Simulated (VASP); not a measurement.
# Ti (P6_3/mmc) in VASP: further runs

Ti is run at these levels: PBE; tasks: relaxation of cell and atoms.

All numbers are computed with VASP 6.6.1; they aren't measurements. Logs are shortened: lines on timing, memory, paths and dates and some standing lists are left out, and cuts for length are marked.

## (1) The cell of the first run

It takes space group P6_3/mmc (No. 194, hexagonal). The conventional cell has a = 2.950 Å, b = 2.950 Å, c = 4.680 Å, α = 90.00°, β = 90.00°, γ = 120.00°. Within 3.8 Å of Ti (site symmetry -6m2) lie 12 Ti at 2.89 to 2.95 Å.

## (2) Relaxation of cell and atoms, PBE, target pressure 5 GPa, at which the enthalpy is minimised

File INCAR:

```
SYSTEM = Ti
PREC = Accurate
ENCUT = 600
EDIFF = 1E-6
ISMEAR = 1
SIGMA = 0.1
LREAL = .False.
LASPH = .True.
NELM = 100
ALGO = Normal
ISIF = 3
LWAVE = .False.
LCHARG = .False.
GGA = PE
IBRION = 2
NSW = 80
EDIFFG = -0.01
PSTRESS = 50.0
```

File KPOINTS:

```
regular mesh
0
Gamma
  11 11 6
  0 0 0
```

File POSCAR:

```
Ti
1.0
    2.9500000000      0.0000000000      0.0000000000
   -1.4750000000      2.5547749412      0.0000000000
    0.0000000000      0.0000000000      4.6800000000
Ti
2
Direct
    0.3333330000      0.6666670000      0.2500000000
    0.6666670000      0.3333330000      0.7500000000
```

Potentials or basis: VASP PAW PBE potentials, release 64 (Ti_sv).

On the command line:

```
$ cat potpaw_PBE.64/Ti_sv/POTCAR > POTCAR
$ mpirun -np 1 vasp_std > vasp.out
```

OUTCAR:

```text
SYSTEM = Ti
   PREC = Accurate
   ENCUT = 600
   EDIFF = 1E-6
   ISMEAR = 1
   LREAL = .False.
   LASPH = .True.
   NELM = 100
   ISIF = 3
   GGA = PE
   IBRION = 2
   NSW = 80
   EDIFFG = -0.01
   PSTRESS = 50.0

 ion  position               nearest neighbor table
   1  0.333  0.667  0.250-   2 2.89   2 2.89   2 2.89   2 2.89   2 2.89   2 2.89
   2  0.667  0.333  0.750-   1 2.89   1 2.89   1 2.89   1 2.89   1 2.89   1 2.89

  LATTYP: Found a hexagonal cell.
 ALAT       =     2.9500000000
 C/A-ratio  =     1.5864406780

  Lattice vectors:

 A1 = (   2.9500000000,   0.0000000000,   0.0000000000)
 A2 = (  -1.4750000000,   2.5547749412,   0.0000000000)
 A3 = (   0.0000000000,   0.0000000000,   4.6800000000)

Analysis of symmetry for initial positions (statically):
=====================================================================
 Subroutine PRICEL returns:
 Original cell was already a primitive cell.

 Routine SETGRP: Setting up the symmetry group for a
 hexagonal supercell.

 Subroutine GETGRP returns: Found 24 space group operations
 (whereof 12 operations were pure point group operations)
 out of a pool of 24 trial point group operations.

The static configuration has the point symmetry D_3d.
 The point group associated with its full space group is D_6h.

Analysis of symmetry for dynamics (positions and initial velocities):
=====================================================================
 Subroutine PRICEL returns:
 Original cell was already a primitive cell.

 Routine SETGRP: Setting up the symmetry group for a
 hexagonal supercell.

 Subroutine GETGRP returns: Found 24 space group operations
 (whereof 12 operations were pure point group operations)
 out of a pool of 24 trial point group operations.

The dynamic configuration has the point symmetry D_3d.
 The point group associated with its full space group is D_6h.

 Subroutine INISYM returns: Found 24 space group operations
 (whereof 12 operations are pure point group operations),
 and found     1 'primitive' translations

----------------------------------------------------------------------------------------

                                     Primitive cell

  volume of cell :      35.2712

  direct lattice vectors                    reciprocal lattice vectors
     2.950000000  0.000000000  0.000000000     0.338983051  0.195711956  0.000000000
    -1.475000000  2.554774941  0.000000000     0.000000000  0.391423911  0.000000000
     0.000000000  0.000000000  4.680000000     0.000000000  0.000000000  0.213675214

  length of vectors
     2.950000000  2.950000000  4.680000000     0.391423911  0.391423911  0.213675214

  position of ions in fractional coordinates (direct lattice)
     0.333333000  0.666667000  0.250000000
     0.666667000  0.333333000  0.750000000

  ion indices of the primitive-cell ions
   primitive index   ion index
                 1           1
                 2           2

----------------------------------------------------------------------------------------

 KPOINTS: regular mesh

Automatic generation of k-mesh.
 Grid dimensions read from file:
 generate k-points for:   11   11    6

 Generating k-lattice:

  Cartesian coordinates                     Fractional coordinates (reciprocal lattice)
     0.030816641  0.017791996  0.000000000     0.090909091 -0.000000000  0.000000000
     0.000000000  0.035583992  0.000000000     0.000000000  0.090909091  0.000000000
     0.000000000  0.000000000  0.035612536     0.000000000  0.000000000  0.166666667

  Length of vectors
     0.035583992  0.035583992  0.035612536

  Shift w.r.t. Gamma in fractional coordinates (k-lattice)
     0.000000000  0.000000000  0.000000000

 Subroutine IBZKPT returns following result:
 ===========================================

 Found     64 irreducible k-points:

 Following reciprocal coordinates:
            Coordinates               Weight
  0.000000  0.000000  0.000000      1.000000
  0.090909  0.000000  0.000000      6.000000
  0.181818 -0.000000  0.000000      6.000000
  0.272727  0.000000  0.000000      6.000000
  0.363636  0.000000  0.000000      6.000000
  0.454545  0.000000  0.000000      6.000000
[... 16 lines left out ...]
  0.090909  0.090909  0.166667     12.000000
  0.181818  0.090909  0.166667     24.000000
 [... further k-points ...]
   k-points           NKPTS =     64   k-points in BZ     NKDIM =     64   number of bands    NBANDS=     16
   number of dos      NEDOS =    301   number of ions     NIONS =      2
   total plane-waves  NPLWV =  23040
   dimension x,y,z NGX =    24 NGY =   24 NGZ =   40
   dimension x,y,z NGXF=    48 NGYF=   48 NGZF=   80
   ions per type =               2
   NGX,Y,Z   is equivalent  to a cutoff of  13.53, 13.53, 14.21 a.u.
   NGXF,Y,Z  is equivalent  to a cutoff of  27.05, 27.05, 28.42 a.u.
 SYSTEM =  Ti
   PREC   = accura    normal or accurate (medium, high low for compatibility)
   ISTART =      0    job   : 0-new  1-cont  2-samecut
   ICHARG =      2    charge: 1-file 2-atom 10-const
   ISPIN  =      1    spin polarized calculation?
   LNONCOLLINEAR =      F non collinear calculations
   LSORBIT =      F    spin-orbit coupling
   LASPH  =      T    aspherical Exc in radial PAW
   ENCUT  =  600.0 eV  44.10 Ry    6.64 a.u.   5.89  5.89  9.35*2*pi/ulx,y,z
   NELM   =    100;   NELMIN=  2; NELMDL= -5     # of ELM steps
   EDIFF  = 0.1E-05   stopping-criterion for ELM
   LREAL  =      F    real-space projection
   EDIFFG = -.1E-01   stopping-criterion for IOM
   NSW    =     80    number of steps for IOM
   IBRION =      2    ionic relax: 0-MD 1-quasi-New 2-CG
   NFREE  =      1    steps in history (QN), initial steepest desc. (CG)
   ISIF   =      3    stress and relaxation
   ISYM   =      2    0-nonsym 1-usesym 2-fastsym
   POTIM  = 0.5000    time-step for ionic-motion
   TEBEG  =    0.0;   TEEND  =   0.0 temperature during run
   PSTRESS=   50.0 pullay stress
   NELECT =      24.0000    total number of electrons
   NUPDOWN=      -1.0000    fix difference up-down
   EMIN   =  10.00;   EMAX   =-10.00  energy-range for DOS
   EFERMI =   0.00;   METHOD = LEGACY
   ISMEAR =     1;   SIGMA  =   0.10  broadening in eV -4-tet -1-fermi 0-gaus
   EFERMI_NEDOS =   21; number of points for ismear=-14 and -15
   IALGO  =     38    algorithm
   IMIX   =      4    mixing-type and parameters
     AMIX     =   0.40;   BMIX     =  1.00
     AMIX_MAG =   1.60;   BMIX_MAG =  1.00
  volume/ion in A,a.u.               =      17.64       119.01
  Fermi-wavevector in a.u.,A,eV,Ry     =   1.439920  2.721055 28.209912  2.073370
  Thomas-Fermi vector in A             =   2.558722
   LORBIT       =      0    0 simple, 1 ext, 2 COOP (PROOUT), +10 PAW based schemes
   GGA     = PE    functional components
   LHFCALC =     F    Hartree Fock is set to
   AEXX    =    0.0000 exact exchange contribution
   IVDW    =     0    specifies the selected vdW correction
   LEPSILON=     F    determine dielectric tensor
   LRPA    =     F    only Hartree local field effects (RPA)
 conjugate gradient relaxation of ions
 non-spin polarized calculation
 Methfessel and Paxton  Order N= 1 SIGMA  =   0.10
  energy-cutoff  :      600.00
  volume of cell :       35.27
 maximum number of plane-waves:      1194
 NGX is ok and might be reduce to    24
   NGX = 11   NGY = 11   NGZ = 19

--------------------------------------- Ionic step        1  -------------------------------------------

 number of electron      23.9999997 magnetization

 Free energy of the ion-electron system (eV)
  ---------------------------------------------------
  ext. energy  EPLUGINS =         0.00000000
  ---------------------------------------------------
  free energy    TOTEN  =       -15.66535690 eV

  energy without entropy =      -15.66456453  energy(sigma->0) =      -15.66509278

------------------------ aborting loop because EDIFF is reached ----------------------------------------

  FORCE on cell =-STRESS in cart. coord.  units (eV):
  Direction    XX          YY          ZZ          XY          YZ          ZX
  --------------------------------------------------------------------------------------
  -------------------------------------------------------------------------------------
  Total       -0.3865490     -0.3865490     -0.3817842      0.0000000     -0.0000000      0.0000000
  in kB      -17.5587905    -17.5587905    -17.3423516      0.0000000     -0.0000000      0.0000000
  external PRESSURE =     -67.4866442 kB  Pullay stress =      50.0000000 kB
[... 137 lines left out ...]
  enthalpy is  TOTEN    =       -14.6090209975 eV   P V=        1.0369782175

--------------------------------------- Ionic step        5  -------------------------------------------

 number of electron      23.9999999 magnetization

 Free energy of the ion-electron system (eV)
  ---------------------------------------------------
  ext. energy  EPLUGINS =         0.00000000
  ---------------------------------------------------
  free energy    TOTEN  =       -15.64717019 eV

  energy without entropy =      -15.64755155  energy(sigma->0) =      -15.64729731

 E-fermi :   8.8248     XC(G=0): -11.7023

 val. band max:        8.8071802668   @ k =   0.0909   0.0909   0.0000
 cond. band min:       8.8263732021   @ k =   0.0000   0.0000   0.3333
 fundamental gap:      0.0191929353
 Fermi energy:         8.8248153140

 k-point     1 :       0.0000    0.0000    0.0000
  band No.  band energies     occupation
      1     -47.9833      2.00000
      2     -47.8209      2.00000
      3     -24.6244      2.00000
      4     -23.8875      2.00000
      5     -23.8875      2.00000
      6     -23.8121      2.00000
[... 8 lines left out ...]
     15      10.1344     -0.00000
     16      10.1344     -0.00000
[... 420 lines left out ...]
  band No.  band energies     occupation
      1     -47.9157      2.00000
      2     -47.8086      2.00000
      3     -24.4686      2.00000
      4     -24.1098      2.00000
      5     -24.0753      2.00000
      6     -23.9606      2.00000
[... 8 lines left out ...]
     15       9.9813     -0.00000
     16      10.6617     -0.00000

 [... further k-points ...]
[... 5 lines left out ...]
  --------------------------------------------------------------------------------------
  -------------------------------------------------------------------------------------
  Total        1.0418821      1.0418821      1.0182103      0.0000000     -0.0000000      0.0000000
  in kB       50.1808734     50.1808734     49.0407534      0.0000000     -0.0000000      0.0000000
  external PRESSURE =      -0.1991666 kB  Pullay stress =      50.0000000 kB
[... 17 lines left out ...]
  FREE ENERGIE OF THE ION-ELECTRON SYSTEM (eV)
  ---------------------------------------------------
  free  energy   TOTEN  =       -15.6471701925 eV

  energy  without entropy=      -15.6475515493  energy(sigma->0) =      -15.64729731

  enthalpy is  TOTEN    =       -14.6090434837 eV   P V=        1.0381267088

 reached required accuracy - stopping structural energy minimisation
```

Run time: 53 s. Hardware: 1 thread of Intel Xeon 6975P-C (Granite Rapids), shared host; peak memory 0.19 GiB.

Results:

```yaml
Free_energy: -15.6472 eV
Relaxed_volume: 16.63 Å³/atom
Relaxed_cell: a = 2.894 Å, b = 2.894 Å, c = 4.587 Å, α = 90.00°, β = 90.00°, γ = 120.00°
Space_group_after_relaxing_to_0.1_Å: P6_3/mmc (No. 194)
Energy_change_on_relaxing_the_run_minimises_the_enthalpy: +9.1 meV/atom
Ionic_steps: 5
Pressure_after_relaxing: 5.0 GPa
Band_gap_on_the_k_mesh: zero (bands 12 and 13 overlap by 1.01 eV)
```

Step by step:
| step | energy change (eV) | largest force (eV/Å) | pressure (GPa) | volume (Å³) |
| --- | --- | --- | --- | --- |
| 1 | 0.0000 | 0.0000 | -1.75 | 35.27 |
| 2 | 0.1043 | 0.0000 | 11.99 | 31.61 |
| 3 | 0.0181 | 0.0000 | 4.94 | 33.27 |
| 4 | 0.0194 | 0.0000 | 5.08 | 33.23 |
| 5 | 0.0182 | 0.0000 | 4.98 | 33.27 |

Final structure:
```yaml
crystal:
  lattice:
    - [2.89373, 0.00000, 0.00000]
    - [-1.44687, 2.50605, 0.00000]
    - [0.00000, 0.00000, 4.58715]
  atoms:
    - { symbol: Ti, position: [0.33333, 0.66667, 0.25000] }
    - { symbol: Ti, position: [0.66667, 0.33333, 0.75000] }
```

Caveat: the cell is relaxed towards a set pressure, so the run minimises the enthalpy, not the energy.

## (3) Relaxation of cell and atoms, PBE, target pressure 10 GPa, at which the enthalpy is minimised

File INCAR:

```
PREC     = Accurate       # precision mode
ENCUT    = 600            # plane-wave cutoff, eV
EDIFF    = 1E-6           # SCF threshold, eV
ISMEAR   = 1              # smearing method
SIGMA    = 0.1            # smearing width, eV
LREAL    = False          # projectors in reciprocal space
LASPH    = True           # aspherical terms in the spheres
NELM     = 60             # most SCF steps
ALGO     = Normal         # electronic algorithm
ISIF     = 3              # what is computed and relaxed
LWAVE    = False          # write WAVECAR
LCHARG   = False          # write CHGCAR
GGA      = PE             # functional
IBRION   = 2              # ionic algorithm
NSW      = 80             # ionic steps
EDIFFG   = -0.01          # ionic threshold
PSTRESS  = 100.0
```

File KPOINTS:

```
regular mesh
0
Gamma
  11 11 6
```

POSCAR is that of step 2.

Potentials or basis: VASP PAW PBE potentials, release 64 (Ti_sv).

On the command line:

```
$ cat potpaw_PBE.64/Ti_sv/POTCAR > POTCAR
$ mpirun -np 1 vasp_std > vasp.out
```

Run time: 98 s. Hardware: 1 thread of Intel Xeon 6975P-C (Granite Rapids), shared host; peak memory 0.19 GiB.

The run converged. Its results:

- Free energy: -15.5900 eV
- Relaxed volume: 16.02 Å³/atom
- Relaxed cell: a = 2.858 Å, b = 2.858 Å, c = 4.529 Å, α = 90.00°, β = 90.00°, γ = 120.00°
- Space group after relaxing (to 0.1 Å): P6_3/mmc (No. 194)
- Energy change on relaxing (the run minimises the enthalpy): +37.7 meV/atom
- Ionic steps: 11
- Pressure after relaxing: 10.0 GPa
- Band gap on the k mesh: zero (bands 12 and 13 overlap by 1.01 eV)

Step by step:
```
step  energy change (eV)  largest force (eV/Å)  pressure (GPa)  volume (Å³)
   1              0.0000                0.0000           -1.75        35.27
   2              0.4034                0.0000           26.45        29.07
   3              0.0707                0.0000            9.74        32.11
   4              0.0745                0.0000            9.99        32.05
   5              0.0785                0.0000           10.28        31.98
   6              0.0713                0.0000            9.77        32.10
   7              0.0742                0.0000            9.98        32.05
   8              0.0741                0.0000            9.98        32.05
   9              0.0727                0.0000            9.89        32.08
  10              0.0740                0.0000            9.94        32.06
  11              0.0754                0.0000           10.05        32.03
```

Final structure:
```
CELL_PARAMETERS angstrom
2.85779 0.00000 0.00000
-1.42890 2.47492 0.00000
0.00000 0.00000 4.52903
ATOMIC_POSITIONS crystal
Ti 0.33333 0.66667 0.25000
Ti 0.66667 0.33333 0.75000
```

Levels at points of the mesh, in eV from the Fermi level:
```csv
k point,band 10,band 11,band 12,band 13,band 14,band 15
"(0.00, 0.00, 0.00)",-2.92,0.80,0.80,0.92,0.98,1.36
"(0.00, 0.00, 0.50)",-4.45,0.06,0.06,0.69,0.69,0.69
```

Caveat: the cell is relaxed towards a set pressure, so the run minimises the enthalpy, not the energy.

## (4) Relaxation of cell and atoms, PBE, target pressure 20 GPa, at which the enthalpy is minimised

File INCAR:

```
ALGO = Normal
EDIFF = 1E-6
EDIFFG = -0.01
ENCUT = 600
GGA = PE
IBRION = 2
ISIF = 3
ISMEAR = 1
LASPH = True
LCHARG = False
LREAL = False
LWAVE = False
NELM = 100
NSW = 80
PREC = Accurate
PSTRESS = 200.0
SIGMA = 0.1
```

File KPOINTS:

```
k-points
0
Gamma
  11 11 6
```

POSCAR is that of step 3.

On the command line:

```
$ cat potpaw_PBE.64/Ti_sv/POTCAR > POTCAR
$ mpirun -np 1 vasp_std > vasp.out
```

It took 89 s on 1 thread of Intel Xeon 6975P-C (Granite Rapids), shared host; peak memory 0.19 GiB.

The run converged. Its results:

```yaml
Free_energy: -15.4125 eV
Relaxed_volume: 15.06 Å³/atom
Relaxed_cell: a = 2.798 Å, b = 2.798 Å, c = 4.441 Å, α = 90.00°, β = 90.00°, γ = 120.00°
Space_group_after_relaxing_to_0.1_Å: P6_3/mmc (No. 194)
Energy_change_on_relaxing_the_run_minimises_the_enthalpy: +126.5 meV/atom
Ionic_steps: 7
Pressure_after_relaxing: 20.0 GPa
Band_gap_on_the_k_mesh: zero (bands 12 and 13 overlap by 1.00 eV)
```

Stress tensor (GPa, compression positive):
```
19.96  0.00  0.00
 0.00 19.96  0.00
 0.00  0.00 20.04
```

The path:
```csv
step,energy change (eV),largest force (eV/Å),pressure (GPa),volume (Å³)
1,0.0000,0.0000,-1.75,35.27
2,1.7469,0.0000,70.17,24.41
3,0.2209,0.0000,18.44,30.38
4,0.2494,0.0000,19.81,30.14
5,0.2616,0.0000,20.38,30.04
6,0.2443,0.0000,19.58,30.18
7,0.2529,0.0000,19.99,30.11
```

Final structure:
```yaml
crystal:
  lattice:
    - [2.79825, 0.00000, 0.00000]
    - [-1.39913, 2.42336, 0.00000]
    - [0.00000, 0.00000, 4.44065]
  atoms:
    - { symbol: Ti, position: [0.33333, 0.66667, 0.25000] }
    - { symbol: Ti, position: [0.66667, 0.33333, 0.75000] }
```

Levels at points of the mesh, in eV from the Fermi level:
| k point | band 9 | band 10 | band 11 | band 12 | band 13 | band 14 | band 15 | band 16 |
| --- | --- | --- | --- | --- | --- | --- | --- | --- |
| (0.00, 0.00, 0.00) | -6.54 | -3.09 | 0.82 | 0.82 | 0.95 | 1.20 | 1.44 | 1.44 |
| (0.00, 0.00, 0.50) | -4.49 | -4.49 | 0.05 | 0.05 | 0.72 | 0.72 | 0.72 | 0.72 |

Caveat: the cell is relaxed towards a set pressure, so the run minimises the enthalpy, not the energy.

## (5) Summary

| cell | gap on the mesh (eV) | pressure (GPa) |
| --- | --- | --- |
| relaxed to 5 GPa | none | 5.0 |
| relaxed to 10 GPa | none | 10.0 |
| relaxed to 20 GPa | none | 20.0 |

Alike in all rows: task relaxation of cell and atoms; level PBE; potentials or basis VASP PAW PBE potentials, release 64 (Ti_sv); no spin polarisation; k mesh 11 × 11 × 6; cutoff (eV) 600; smearing methfessel-paxton 0.1 eV.

Caveats: the cell is relaxed towards a set pressure, so the run minimises the enthalpy, not the energy.

Absolute energies hang on the potentials; compare differences alone.
